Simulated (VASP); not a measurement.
# Mo (Im-3m) in VASP: a series of runs

Runs on Mo. Level: PBE. Tasks: single point, relaxation of cell and atoms.

Program: VASP 6.6.1. These are calculated values, not measurements. Logs are shortened: lines on timing, memory, paths and dates and some standing lists are left out, and cuts for length are marked.

### 1 The cell of the first run

Symmetry: Im-3m, No. 229, cubic system. Conventional cell: a = 3.159 Å, b = 3.159 Å, c = 3.159 Å, α = 90.00°, β = 90.00°, γ = 90.00°. Mo (site symmetry m-3m) has 14 Mo at 2.74 to 3.16 Å within 3.6 Å.

### 2 Single point, PBE

Input file INCAR:

```
SYSTEM = Mo
ALGO     = Normal         ! electronic algorithm
EDIFF    = 1E-6           ! SCF threshold, eV
ENCUT    = 500            ! plane-wave cutoff, eV
GGA      = PE             ! functional
GGA_COMPAT= .FALSE.      
ISIF     = 2              ! what is computed and relaxed
ISMEAR   = -1             ! smearing method
LASPH    = .TRUE.         ! aspherical terms in the spheres
LCHARG   = .TRUE.         ! write CHGCAR
LELF     = .TRUE.         ! ELF
LREAL    = .FALSE.        ! projectors in reciprocal space
LVHAR    = .TRUE.       
LWAVE    = .FALSE.        ! write WAVECAR
NBANDS   = 13             ! bands
NELM     = 120            ! most SCF steps
PREC     = Accurate       ! precision mode
SIGMA    = 0.05           ! smearing width, eV
```

Input file KPOINTS:

```
k-points
0
G
  9 9 9
  0 0 0
```

Input file POSCAR:

```
Mo
1.0
   -1.5796335278      1.5796335278      1.5796335278
    1.5796335278     -1.5796335278      1.5796335278
    1.5796335278      1.5796335278     -1.5796335278
Mo
1
Direct
    0.0000000000      0.0000000000      0.0000000000
```

Potentials or basis: VASP PAW PBE potentials, release 64 (Mo_sv).

On the command line:

```console
cat potpaw_PBE.64/Mo_sv/POTCAR > POTCAR
mpirun -np 1 vasp_std > vasp.out
```

OUTCAR:

```text
SYSTEM = Mo
   EDIFF = 1E-6
   ENCUT = 500
   GGA = PE
   ISIF = 2
   ISMEAR = -1
   LASPH = .TRUE.
   LREAL = .FALSE.
   NELM = 120
   PREC = Accurate

 ion  position               nearest neighbor table
   1  0.000  0.000  0.000-

  LATTYP: Found a body centered cubic cell.
 ALAT       =     3.1592670556

  Lattice vectors:

 A1 = (  -1.5796335278,   1.5796335278,   1.5796335278)
 A2 = (   1.5796335278,  -1.5796335278,   1.5796335278)
 A3 = (   1.5796335278,   1.5796335278,  -1.5796335278)

Analysis of symmetry for initial positions (statically):
=====================================================================
 Subroutine PRICEL returns:
 Original cell was already a primitive cell.

 Routine SETGRP: Setting up the symmetry group for a
 body centered cubic supercell.

 Subroutine GETGRP returns: Found 48 space group operations
 (whereof 48 operations were pure point group operations)
 out of a pool of 48 trial point group operations.

The static configuration has the point symmetry O_h .

Analysis of symmetry for dynamics (positions and initial velocities):
=====================================================================
 Subroutine PRICEL returns:
 Original cell was already a primitive cell.

 Routine SETGRP: Setting up the symmetry group for a
 body centered cubic supercell.

 Subroutine GETGRP returns: Found 48 space group operations
 (whereof 48 operations were pure point group operations)
 out of a pool of 48 trial point group operations.

The dynamic configuration has the point symmetry O_h .

 Subroutine INISYM returns: Found 48 space group operations
 (whereof 48 operations are pure point group operations),
 and found     1 'primitive' translations

----------------------------------------------------------------------------------------

                                     Primitive cell

  volume of cell :      15.7663

  direct lattice vectors                    reciprocal lattice vectors
    -1.579633528  1.579633528  1.579633528     0.000000000  0.316529113  0.316529113
     1.579633528 -1.579633528  1.579633528     0.316529113  0.000000000  0.316529113
     1.579633528  1.579633528 -1.579633528     0.316529113  0.316529113  0.000000000

  length of vectors
     2.736005527  2.736005527  2.736005527     0.447639765  0.447639765  0.447639765

  position of ions in fractional coordinates (direct lattice)
     0.000000000  0.000000000  0.000000000

  ion indices of the primitive-cell ions
   primitive index   ion index
                 1           1

----------------------------------------------------------------------------------------

 KPOINTS: k-points

Automatic generation of k-mesh.
 Grid dimensions read from file:
 generate k-points for:    9    9    9

 Generating k-lattice:

  Cartesian coordinates                     Fractional coordinates (reciprocal lattice)
     0.000000000  0.035169901  0.035169901     0.111111111  0.000000000  0.000000000
     0.035169901  0.000000000  0.035169901     0.000000000  0.111111111  0.000000000
     0.035169901  0.035169901  0.000000000     0.000000000  0.000000000  0.111111111

  Length of vectors
     0.049737752  0.049737752  0.049737752

  Shift w.r.t. Gamma in fractional coordinates (k-lattice)
     0.000000000  0.000000000  0.000000000

 Subroutine IBZKPT returns following result:
 ===========================================

 Found     35 irreducible k-points:

 Following reciprocal coordinates:
            Coordinates               Weight
  0.000000  0.000000  0.000000      1.000000
  0.111111  0.000000  0.000000     12.000000
  0.222222  0.000000  0.000000     12.000000
  0.333333  0.000000  0.000000     12.000000
  0.444444  0.000000  0.000000     12.000000
  0.111111  0.111111  0.000000     24.000000
[... 16 lines left out ...]
 -0.333333  0.444444  0.111111     48.000000
 -0.444444 -0.444444  0.111111     24.000000
 [... further k-points ...]
   k-points           NKPTS =     35   k-points in BZ     NKDIM =     35   number of bands    NBANDS=     13
   number of dos      NEDOS =    301   number of ions     NIONS =      1
   total plane-waves  NPLWV =   8000
   dimension x,y,z NGX =    20 NGY =   20 NGZ =   20
   dimension x,y,z NGXF=    40 NGYF=   40 NGZF=   40
   ions per type =               1
   NGX,Y,Z   is equivalent  to a cutoff of  12.15, 12.15, 12.15 a.u.
   NGXF,Y,Z  is equivalent  to a cutoff of  24.30, 24.30, 24.30 a.u.
 SYSTEM =  Mo
   PREC   = accura    normal or accurate (medium, high low for compatibility)
   ISTART =      0    job   : 0-new  1-cont  2-samecut
   ICHARG =      2    charge: 1-file 2-atom 10-const
   ISPIN  =      1    spin polarized calculation?
   LNONCOLLINEAR =      F non collinear calculations
   LSORBIT =      F    spin-orbit coupling
   LASPH  =      T    aspherical Exc in radial PAW
   ENCUT  =  500.0 eV  36.75 Ry    6.06 a.u.   4.99  4.99  4.99*2*pi/ulx,y,z
   NELM   =    120;   NELMIN=  2; NELMDL= -5     # of ELM steps
   EDIFF  = 0.1E-05   stopping-criterion for ELM
   LREAL  =      F    real-space projection
   EDIFFG = 0.1E-04   stopping-criterion for IOM
   NSW    =      0    number of steps for IOM
   IBRION =     -1    ionic relax: 0-MD 1-quasi-New 2-CG
   NFREE  =      0    steps in history (QN), initial steepest desc. (CG)
   ISIF   =      2    stress and relaxation
   ISYM   =      2    0-nonsym 1-usesym 2-fastsym
   POTIM  = 0.5000    time-step for ionic-motion
   TEBEG  =    0.0;   TEEND  =   0.0 temperature during run
   PSTRESS=    0.0 pullay stress
   NELECT =      14.0000    total number of electrons
   NUPDOWN=      -1.0000    fix difference up-down
   EMIN   =  10.00;   EMAX   =-10.00  energy-range for DOS
   EFERMI =   0.00;   METHOD = LEGACY
   ISMEAR =    -1;   SIGMA  =   0.05  broadening in eV -4-tet -1-fermi 0-gaus
   EFERMI_NEDOS =   21; number of points for ismear=-14 and -15
   IALGO  =     38    algorithm
   IMIX   =      4    mixing-type and parameters
     AMIX     =   0.40;   BMIX     =  1.00
     AMIX_MAG =   1.60;   BMIX_MAG =  1.00
  volume/ion in A,a.u.               =      15.77       106.40
  Fermi-wavevector in a.u.,A,eV,Ry     =   1.573528  2.973537 33.687898  2.475991
  Thomas-Fermi vector in A             =   2.674799
   LORBIT       =      0    0 simple, 1 ext, 2 COOP (PROOUT), +10 PAW based schemes
   GGA     = PE    functional components
   LHFCALC =     F    Hartree Fock is set to
   AEXX    =    0.0000 exact exchange contribution
   IVDW    =     0    specifies the selected vdW correction
   LEPSILON=     F    determine dielectric tensor
   LRPA    =     F    only Hartree local field effects (RPA)
 non-spin polarized calculation
  energy-cutoff  :      500.00
  volume of cell :       15.77
 maximum number of plane-waves:       414
   NGX =  9   NGY =  9   NGZ =  9

 number of electron      14.0000004 magnetization

 Free energy of the ion-electron system (eV)
  ---------------------------------------------------
  ext. energy  EPLUGINS =         0.00000000
  ---------------------------------------------------
  free energy    TOTEN  =       -10.95298710 eV

  energy without entropy =      -10.94741369  energy(sigma->0) =      -10.95020039

 E-fermi :  12.4254     XC(G=0): -13.3433

 val. band max:       12.4044407236   @ k =  -0.3333   0.3333   0.2222
 cond. band min:      12.6392346145   @ k =  -0.4444   0.4444   0.2222
 fundamental gap:      0.2347938909
 Fermi energy:        12.4253747787

 k-point     1 :       0.0000    0.0000    0.0000
  band No.  band energies     occupation
      1     -48.8314      2.00000
      2     -22.1168      2.00000
      3     -22.1168      2.00000
      4     -22.1168      2.00000
      5       5.2486      2.00000
      6      11.1036      2.00000
      7      11.1036      2.00000
      8      11.1036      2.00000
      9      14.0986      0.00000
     10      14.0986      0.00000
     11      27.2756      0.00000
     12      27.2756      0.00000
     13      27.2756      0.00000

 k-point     2 :       0.1111    0.0000    0.0000
  band No.  band energies     occupation
      1     -48.8021      2.00000
      2     -22.2862      2.00000
      3     -22.1693      2.00000
      4     -22.1180      2.00000
      5       5.7727      2.00000
      6      10.8144      2.00000
      7      11.0380      2.00000
      8      11.6055      2.00000
      9      13.7329      0.00000
     10      14.1113      0.00000
     11      27.6208      0.00000
     12      28.1703      0.00000
     13      28.2037      0.00000

 k-point     3 :       0.2222    0.0000    0.0000
  band No.  band energies     occupation
      1     -48.7271      2.00000
      2     -22.7022      2.00000
      3     -22.3002      2.00000
      4     -22.1212      2.00000
      5       6.9616      2.00000
      6      10.1601      2.00000
      7      10.8476      2.00000
      8      13.0241      0.00001
      9      13.5168      0.00000
     10      14.2092      0.00000
     11      27.5460      0.00000
     12      28.8688      0.00000
     13      30.5965      0.00000
[... 305 lines left out ...]
 k-point    23 :      -0.3333    0.4444    0.1111
  band No.  band energies     occupation
      1     -48.5588      2.00000
      2     -23.2360      2.00000
      3     -22.6917      2.00000
      4     -22.3339      2.00000
      5       8.4053      2.00000
      6       9.7377      2.00000
      7      10.7550      2.00000
      8      13.0628      0.00001
      9      15.2990      0.00000
     10      17.6487      0.00000
     11      25.0141      0.00000
     12      27.3414      0.00000
     13      29.8685      0.00000

 k-point    24 :      -0.4444   -0.4444    0.1111
  band No.  band energies     occupation
      1     -48.5321      2.00000
      2     -23.3387      2.00000
      3     -22.7613      2.00000
      4     -22.3330      2.00000
      5       8.1683      2.00000
      6       9.9769      2.00000
      7      10.6027      2.00000
      8      13.2120      0.00000
      9      16.0685      0.00000
     10      19.4686      0.00000
     11      23.2717      0.00000
     12      26.2422      0.00000
     13      29.0068      0.00000

 [... further k-points ...]
[... 5 lines left out ...]
  --------------------------------------------------------------------------------------
  -------------------------------------------------------------------------------------
  Total        0.0542283      0.0542283      0.0542283      0.0000000      0.0000000      0.0000000
  in kB        5.5107147      5.5107147      5.5107147      0.0000000      0.0000000      0.0000000
  external PRESSURE =       5.5107147 kB  Pullay stress =       0.0000000 kB

 VOLUME and BASIS-vectors are now :
 -----------------------------------------------------------------------------
  energy-cutoff  :      500.00
  volume of cell :       15.77
      direct lattice vectors                 reciprocal lattice vectors
    -1.579633528  1.579633528  1.579633528     0.000000000  0.316529113  0.316529113
     1.579633528 -1.579633528  1.579633528     0.316529113  0.000000000  0.316529113
     1.579633528  1.579633528 -1.579633528     0.316529113  0.316529113  0.000000000

 POSITION                                       TOTAL-FORCE (eV/Angst)
 -----------------------------------------------------------------------------------
      0.00000      0.00000      0.00000        -0.000000     -0.000000     -0.000000
 -----------------------------------------------------------------------------------
    total drift:                                0.000000     -0.000000      0.000000

  FREE ENERGIE OF THE ION-ELECTRON SYSTEM (eV)
  ---------------------------------------------------
  free  energy   TOTEN  =       -10.9529871024 eV

  energy  without entropy=      -10.9474136869  energy(sigma->0) =      -10.95020039
```

It used 4.6 s of CPU time on 1 thread of Intel Xeon 6975P-C, on a shared host.

Results:

| Item | Value |
| --- | --- |
| Free energy | -10.9530 eV |
| Pressure | 0.6 GPa |
| Band gap on the k mesh | zero (band 7 reaches 15.67 eV, above the bottom of band 8 at 11.10 eV) |

Levels at points of the mesh, in eV from the Fermi level:
```csv
k point,band 4,band 5,band 6,band 7,band 8,band 9,band 10,band 11
"(0.00, 0.00, 0.00)",-34.54,-7.18,-1.32,-1.32,-1.32,1.67,1.67,14.85
```

### 3 Relaxation of cell and atoms, PBE

This run uses another cell than the first one, of 15.58 Å³/atom, 0.988 times its volume.

Input file INCAR:

```
SYSTEM = Mo
PREC     = Accurate       ! precision mode
ENCUT    = 500            ! plane-wave cutoff, eV
EDIFF    = 1E-7           ! SCF threshold, eV
ISMEAR   = -1             ! smearing method
SIGMA    = 0.05           ! smearing width, eV
LREAL    = .False.        ! projectors in reciprocal space
LASPH    = .True.         ! aspherical terms in the spheres
NELM     = 120            ! most SCF steps
ALGO     = Normal         ! electronic algorithm
ISIF     = 3              ! what is computed and relaxed
LWAVE    = .False.        ! write WAVECAR
LCHARG   = .False.        ! write CHGCAR
GGA      = PE             ! functional
IBRION   = 2              ! ionic algorithm
NSW      = 50             ! ionic steps
EDIFFG   = -0.03          ! ionic threshold
GGA_COMPAT= .False.      
NELMIN   = 4
```

Input file KPOINTS:

```
regular mesh
0
Gamma
  9 9 9
  0 0 0
```

Input file POSCAR:

```
Mo
1.0
   -1.5734150000      1.5734150000      1.5734150000
    1.5734150000     -1.5734150000      1.5734150000
    1.5734150000      1.5734150000     -1.5734150000
Mo
1
Direct
    0.0000000000      0.0000000000      0.0000000000
```

Potentials or basis: VASP PAW PBE potentials, release 64 (Mo_sv).

On the command line:

```console
cat potpaw_PBE.64/Mo_sv/POTCAR > POTCAR
mpirun -np 1 vasp_std > vasp.out
```

It used 9.4 s of CPU time on 1 thread of Intel Xeon 6975P-C, on a shared host.

Results (log left out):

```yaml
Free_energy: -10.9530 eV
Relaxed_volume: 15.80 Å³/atom
Relaxed_cell: a = 2.738 Å, b = 2.738 Å, c = 2.738 Å, α = 109.47°, β = 109.47°, γ = 109.47°
Space_group_after_relaxing_to_0.05_Å: Im-3m (No. 229)
Energy_gained_by_relaxing: 2.5 meV/atom
Ionic_steps: 3
Pressure_after_relaxing: 0.0 GPa
Band_gap_on_the_k_mesh: zero (band 7 reaches 15.63 eV, above the bottom of band 8 at 11.07 eV)
```

The path:
```tsv
step	energy change (eV)	largest force (eV/Å)	pressure (GPa)	volume (Å³)
1	0.0000	0.0000	3.77	15.58
2	0.0163	0.0000	-9.33	16.42
3	-0.0025	0.0000	-0.05	15.80
```

Final structure:
```
Mo
1.0
    -1.58082    1.58082    1.58082
     1.58082   -1.58082    1.58082
     1.58082    1.58082   -1.58082
Mo
1
Direct
  0.00000 0.00000 0.00000
```

Levels at points of the mesh, in eV from the Fermi level:
```tsv
k point	band 5	band 6	band 7	band 8	band 9	band 10
(0.00, 0.00, 0.00)	-7.17	-1.32	-1.32	-1.32	1.67	1.67
```

PBE usually gives volumes a little too large and moduli too small. Zero-point motion and thermal expansion aren't in these numbers.
